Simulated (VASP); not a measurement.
# Be2C (Fm-3m) in VASP: further runs, part 2 of 2

VASP 6.6.1.

### Step 4. Relaxation of cell and atoms, PBEsol, target pressure -2 GPa, at which the enthalpy is minimised

This run uses another cell than the first one, of 6.68 Å³/atom, 1.046 times its volume.

File INCAR:

```
SYSTEM = Be2C
  PREC = Accurate
  ENCUT = 600
  EDIFF = 1E-7
  ISMEAR = 0
  SIGMA = 0.01
  LREAL = .FALSE.
  LASPH = .TRUE.
  NELM = 120
  ALGO = Normal
  ISIF = 3
  LWAVE = .FALSE.
  LCHARG = .FALSE.
  GGA = PS
  IBRION = 2
  NSW = 100
  EDIFFG = -0.002
  PSTRESS = -20.0
  GGA_COMPAT = .FALSE.
  NELMIN = 4
```

File KPOINTS:

```
Automatic mesh
0
G
  10 10 10
  0 0 0
```

File POSCAR:

```
Be2C
1.0
    2.1553793063      2.1553793063      0.0000000000
   -2.1553793063      2.1553793063      0.0000000000
    0.0000000000      2.1553793063      2.1553793063
Be C
2 1
Direct
    0.2500000000      0.7500000000      0.5000000000
    0.7500000000      0.2500000000      0.5000000000
    0.0000000000      0.0000000000      0.0000000000
```

Command:

```
$ cat potpaw_PBE.64/Be/POTCAR potpaw_PBE.64/C/POTCAR > POTCAR
$ mpirun -np 1 vasp_std > vasp.out
```

Wall time 13 s (1 thread of AMD EPYC 7R43 (Zen 3), shared host); peak memory 0.1 GiB.

It converged, with:

```yaml
Free_energy: -18.4117 eV
Relaxed_volume: 6.76 Å³/atom
Relaxed_cell: a = 3.061 Å, b = 3.061 Å, c = 3.061 Å, α = 60.00°, β = 60.00°, γ = 90.00°
Space_group_after_relaxing_to_0.05_Å: Fm-3m (No. 225)
Energy_change_on_relaxing_the_enthalpy_is_what_falls: +0.4 meV/atom
Ionic_steps: 3
Pressure_after_relaxing: -2.0 GPa
Band_gap_on_the_k_mesh: 1.06 eV, indirect (least direct gap 4.09 eV)
```

Step by step:
```csv
step,energy change (eV),largest force (eV/Å),pressure (GPa),volume (Å³)
1,0.0000,0.0000,0.56,20.03
2,0.0020,0.0000,-2.54,20.34
3,0.0012,0.0000,-1.99,20.28
```

Final structure:
```cif
data_structure
_symmetry_space_group_name_H-M 'P 1'
_symmetry_Int_Tables_number 1
_cell_length_a 3.0610
_cell_length_b 3.0610
_cell_length_c 3.0610
_cell_angle_alpha 60.000
_cell_angle_beta 60.000
_cell_angle_gamma 90.000
_cell_volume 20.28
loop_
_atom_site_label
_atom_site_type_symbol
_atom_site_fract_x
_atom_site_fract_y
_atom_site_fract_z
_atom_site_occupancy
Be1 Be 0.25000 0.75000 0.50000 1
Be2 Be 0.75000 0.25000 0.50000 1
C1 C 0.00000 0.00000 0.00000 1
```

Levels at points of the mesh, in eV from the valence-band top:
| k point | band 2 | band 3 | band 4 | band 5 | band 6 | band 7 |
| --- | --- | --- | --- | --- | --- | --- |
| (0.00, 0.00, 0.00) | 0.00 | 0.00 | 0.00 | 4.09 | 4.09 | 4.09 |
| (0.50, 0.00, 0.00) | -8.77 | -1.84 | -1.84 | 4.95 | 4.95 | 7.02 |
| (0.50, 0.50, 0.00) | -6.79 | -4.76 | -4.76 | 1.06 | 5.73 | 13.21 |

Caveat: the cell is relaxed towards a set pressure, so the enthalpy falls and the energy may rise; the PAW data sets were made with another functional, which shifts forces and pressure a little. A k mesh can miss the band edges.

### Step 5. Relaxation of cell and atoms, PBEsol, target pressure 2 GPa, at which the enthalpy is minimised

This run uses another cell than the first one, of 6.68 Å³/atom, 1.046 times its volume.

File INCAR:

```
SYSTEM = Be2C
ALGO = Normal
EDIFF = 1E-7
EDIFFG = -0.002
ENCUT = 600
GGA = PS
GGA_COMPAT = .FALSE.
IBRION = 2
ISIF = 3
ISMEAR = 0
LASPH = .TRUE.
LCHARG = .FALSE.
LREAL = .FALSE.
LWAVE = .FALSE.
NELM = 120
NELMIN = 4
NSW = 100
PREC = Accurate
PSTRESS = 20.0
SIGMA = 0.01
```

File KPOINTS:

```
k-points
0
G
  10 10 10
  0 0 0
```

POSCAR is that of step 4.

Command:

```
$ cat potpaw_PBE.64/Be/POTCAR potpaw_PBE.64/C/POTCAR > POTCAR
$ mpirun -np 1 vasp_std > vasp.out
```

Wall time 13 s (1 thread of AMD EPYC 7R43 (Zen 3), shared host); peak memory 0.1 GiB.

It converged, with:

```
Free energy                                            : -18.4118 eV
Relaxed volume                                         : 6.63 Å³/atom
Relaxed cell                                           : a = 3.041 Å, b = 3.041 Å, c = 3.041 Å, α = 60.00°, β = 60.00°, γ = 90.00°
Space group after relaxing (to 0.05 Å)                 : Fm-3m (No. 225)
Energy change on relaxing (the enthalpy is what falls) : +0.4 meV/atom
Ionic steps                                            : 3
Pressure after relaxing                                : 2.0 GPa
Band gap on the k mesh                                 : 1.07 eV, indirect (least direct gap 4.12 eV)
```

Step by step:
| step | energy change (eV) | largest force (eV/Å) | pressure (GPa) | volume (Å³) |
| --- | --- | --- | --- | --- |
| 1 | 0.0000 | 0.0000 | 0.56 | 20.03 |
| 2 | 0.0016 | 0.0000 | 2.38 | 19.85 |
| 3 | 0.0011 | 0.0000 | 2.01 | 19.89 |

Final structure:
```
Be C
1.0
     2.15043    2.15043    0.00000
    -2.15043    2.15043    0.00000
     0.00000    2.15043    2.15043
Be C
2 1
Direct
  0.25000 0.75000 0.50000
  0.75000 0.25000 0.50000
  0.00000 0.00000 0.00000
```

Levels at points of the mesh, in eV from the valence-band top:
```csv
k point,band 2,band 3,band 4,band 5,band 6,band 7
"(0.00, 0.00, 0.00)",0.00,0.00,0.00,4.12,4.12,4.12
"(0.50, 0.00, 0.00)",-8.89,-1.87,-1.87,4.98,4.98,7.23
"(0.50, 0.50, 0.00)",-6.86,-4.84,-4.84,1.07,5.86,13.42
```

Caveat: the cell is relaxed towards a set pressure, so the enthalpy falls and the energy may rise; the PAW data sets were made with another functional, which shifts forces and pressure a little. A k mesh can miss the band edges.

### Step 6. Relaxation of cell and atoms, PBEsol, target pressure 4 GPa, at which the enthalpy is minimised

This run uses another cell than the first one, of 6.68 Å³/atom, 1.046 times its volume.

File INCAR:

```
  ALGO = Normal
  EDIFF = 1E-7
  EDIFFG = -0.002
  ENCUT = 600
  GGA = PS
  GGA_COMPAT = False
  IBRION = 2
  ISIF = 3
  ISMEAR = 0
  LASPH = True
  LCHARG = False
  LREAL = False
  LWAVE = False
  NELM = 120
  NELMIN = 4
  NSW = 100
  PREC = Accurate
  PSTRESS = 40.0
  SIGMA = 0.01
```

File KPOINTS:

```
k-points
0
Gamma
  10 10 10
```

POSCAR is that of step 5.

Potentials or basis: VASP PAW PBE potentials, release 64 (Be, C).

Command:

```
$ cat potpaw_PBE.64/Be/POTCAR potpaw_PBE.64/C/POTCAR > POTCAR
$ mpirun -np 1 vasp_std > vasp.out
```

Wall time 14 s (1 thread of AMD EPYC 7R43 (Zen 3), shared host); peak memory 0.1 GiB.

It converged, with:

| Item | Value |
| --- | --- |
| Free energy | -18.4083 eV |
| Relaxed volume | 6.57 Å³/atom |
| Relaxed cell | a = 3.032 Å, b = 3.032 Å, c = 3.032 Å, α = 60.00°, β = 60.00°, γ = 90.00° |
| Space group after relaxing (to 0.05 Å) | Fm-3m (No. 225) |
| Energy change on relaxing (the enthalpy is what falls) | +1.5 meV/atom |
| Ionic steps | 3 |
| Pressure after relaxing | 4.0 GPa |
| Band gap on the k mesh | 1.07 eV, indirect (least direct gap 4.14 eV) |

Step by step:
```
step  energy change (eV)  largest force (eV/Å)  pressure (GPa)  volume (Å³)
   1              0.0000                0.0000            0.56        20.03
   2              0.0071                0.0000            5.03        19.61
   3              0.0045                0.0000            4.01        19.70
```

Final structure:
```
Be C
1.0
     2.14377    2.14377    0.00000
    -2.14377    2.14377    0.00000
     0.00000    2.14377    2.14377
Be C
2 1
Direct
  0.25000 0.75000 0.50000
  0.75000 0.25000 0.50000
  0.00000 0.00000 0.00000
```

Levels at points of the mesh, in eV from the valence-band top:
```
           k point  band 1  band 2  band 3  band 4  band 5  band 6  band 7  band 8
(0.00, 0.00, 0.00)  -15.25    0.00    0.00    0.00    4.14    4.14    4.14    7.03
(0.50, 0.00, 0.00)  -12.29   -8.95   -1.89   -1.89    5.00    5.00    7.33    9.88
(0.50, 0.50, 0.00)  -11.55   -6.89   -4.88   -4.88    1.07    5.92   13.52   13.52
```

Caveat: the cell is relaxed towards a set pressure, so the enthalpy falls and the energy may rise; the PAW data sets were made with another functional, which shifts forces and pressure a little. A k mesh can miss the band edges.

### Step 7. The runs side by side

```tsv
task	cell	gap on the mesh (eV)	pressure (GPa)
single point	a = 3.003 Å, angles 60.0, 60.0, 90.0°, 3 atoms	1.08	10.6
relaxation of cell and atoms	relaxed to -2 GPa from a = 3.048 Å, angles 60.0, 60.0, 90.0°, 3 atoms	1.06	-2.0
relaxation of cell and atoms	relaxed to 2 GPa from a = 3.048 Å, angles 60.0, 60.0, 90.0°, 3 atoms	1.07	2.0
relaxation of cell and atoms	relaxed to 4 GPa from a = 3.048 Å, angles 60.0, 60.0, 90.0°, 3 atoms	1.07	4.0
```

Alike in all rows: level PBEsol; potentials or basis VASP PAW PBE potentials, release 64 (Be, C); no spin polarisation; k mesh 10 × 10 × 10; cutoff (eV) 600; smearing gaussian 0.01 eV.

Caveats: the PAW data sets were made with another functional, which shifts forces and pressure a little; the cell is relaxed towards a set pressure, so the enthalpy falls and the energy may rise (some runs).

Total energies depend on the potentials used, so only differences within one code and one set of settings carry meaning.
